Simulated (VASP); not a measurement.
A run of VASP 6.6.1 is set up as follows.

File INCAR:

```
  PREC = Accurate
  ENCUT = 520
  EDIFF = 1E-7
  ISMEAR = -1
  SIGMA = 0.1
  LREAL = False
  LASPH = True
  NELM = 80
  ALGO = Normal
  ISIF = 2
  LWAVE = False
  LCHARG = False
  GGA = CA
  NBANDS = 10
```

The input KPOINTS:

```
regular mesh
0
Gamma
  22 22 13
```

Contents of POSCAR:

```
B
1.0
   -2.4947928893      2.6827455462      0.8078764630
    2.6827455462     -2.4947928893      0.8078764630
    1.9928616293      1.9928616293     -0.4636408278
B
2
Direct
    0.0679677043      0.9320322957      0.0000000000
    0.6820322957      0.3179677043      0.5000000000
```

Potentials or basis: VASP PAW LDA potentials, release 64 (B).

Run with:

```console
$ cat potpaw_LDA.64/B/POTCAR > POTCAR
$ mpirun -np 1 vasp_std > vasp.out
```

Question: What does it give for the pressure?

Answer: -7.3 GPa.

Question: Predict the largest force.

Answer: 0.184 eV/Å.

Question: Predict the band gap on the k mesh.

Answer: Zero (band 3 reaches 10.18 eV, above the bottom of band 4 at 0.89 eV).

Forces in eV/Å, atoms in the order of the input:
```
B   -0.130  0.130  0.000
B    0.130 -0.130  0.000
```
